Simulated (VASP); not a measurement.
Here is a VASP 6.6.1 calculation.

INCAR

```
SYSTEM = CaCu2S2
PREC = Accurate
ENCUT = 520
EDIFF = 1E-6
ISMEAR = -1
SIGMA = 0.1031
LREAL = .False.
LASPH = .True.
NELM = 60
ALGO = Normal
ISIF = 2
LWAVE = .False.
LCHARG = .True.
GGA = PE
LELF = .True.
LVHAR = .True.
NBANDS = 30
```

KPOINTS

```
regular mesh
0
Gamma
  5 5 3
  0 0 0
```

Contents of POSCAR:

```
CaCu2S2
1.0
    3.9872360700      0.0000000000      0.0000000000
   -1.9936180300      3.4530476300      0.0000000000
    0.0000000000      0.0000000000      6.6012032600
Cu Ca S
2 1 2
Direct
    0.3333000000      0.6667000000      0.3764900000
    0.6667000000      0.3333000000      0.6235100000
    0.0000000000      0.0000000000      0.0000000000
    0.3333000000      0.6667000000      0.7463000000
    0.6667000000      0.3333000000      0.2537000000
```

Potentials or basis: VASP PAW PBE potentials, release 64 (Cu, Ca_sv, S).

Command:

```sh
$ cat potpaw_PBE.64/Cu/POTCAR potpaw_PBE.64/Ca_sv/POTCAR potpaw_PBE.64/S/POTCAR > POTCAR
$ mpirun -np 1 vasp_std > vasp.out
```

Question: What does it give for the pressure?

Answer: -3.0 GPa.

Question: Predict the largest force.

Answer: 0.302 eV/Å.

Question: What does it give for the band gap on the k mesh?

Answer: 0.96 eV.

Forces in eV/Å, atoms in the order of the input:
```
Cu   0.001  0.000  0.028
Cu  -0.001  0.000 -0.028
Ca   0.000  0.000  0.000
S    0.001 -0.001 -0.302
S   -0.001  0.001  0.302
```
